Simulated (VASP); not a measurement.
BP4: single point with PBE

Crystal: BP4.

```xyz
5
Lattice="3.1930 0.0000 0.0000 -1.5965 2.7652 0.0000 0.0000 0.0000 7.9082" Properties=species:S:1:pos:R:3 pbc="T T T"
B     0.0000    0.0000    0.0000
P     0.0000    1.8435    6.8021
P     0.0000    1.8435    3.2887
P     1.5965    0.9217    1.1062
P     1.5965    0.9217    4.6195
```

The cell was built from a structure type or drawn by symmetry, and may not be a known phase.

- Program: VASP 6.6.1
- Task: single point
- Functional: PBE
- Potentials or basis: VASP PAW PBE potentials, release 64 (B, P)
- Cutoff: 520 eV
- k mesh: 6 × 6 × 2
- Occupations: gaussian, width 0.1 eV
- Spin: no spin polarisation
- Dipole correction: no
- Further INCAR settings: ALGO = Normal; EDIFF = 1e-06; NBANDS = 20

| Item | Value |
| --- | --- |
| Pressure | -0.1 GPa |
| Largest force | 0.059 eV/Å |
| Band gap on the k mesh | zero (an odd number of electrons rules out a gap without spin polarisation) |

Forces on the atoms (eV/Å):
```
B    0.000  0.000  0.000
P    0.000  0.000  0.022
P    0.000  0.000  0.059
P    0.000  0.000 -0.022
P    0.000  0.000 -0.059
```

Levels at points of the mesh, in eV from the Fermi level:
```
           k point  band 9  band 10  band 11  band 12  band 13  band 14
(0.00, 0.00, 0.00)   -1.06     0.74     0.74     1.29     1.47     2.50
(0.50, 0.00, 0.00)   -3.43    -3.26    -2.60    -0.91     0.21     0.62
(0.00, 0.00, 0.50)   -0.94    -0.94     0.55     0.55     2.62     2.62
(0.50, 0.00, 0.50)   -4.07    -3.52    -0.99    -0.91     0.90     0.92
```

Wall time 14 s on 1 thread of Intel(R) Xeon(R) Platinum 8488C (Sapphire Rapids) (shared host), peak memory 0.17 GiB.

Caveat: the k points lie up to 0.40 Å⁻¹ apart, too coarse for converged energies and pressures of a metal.
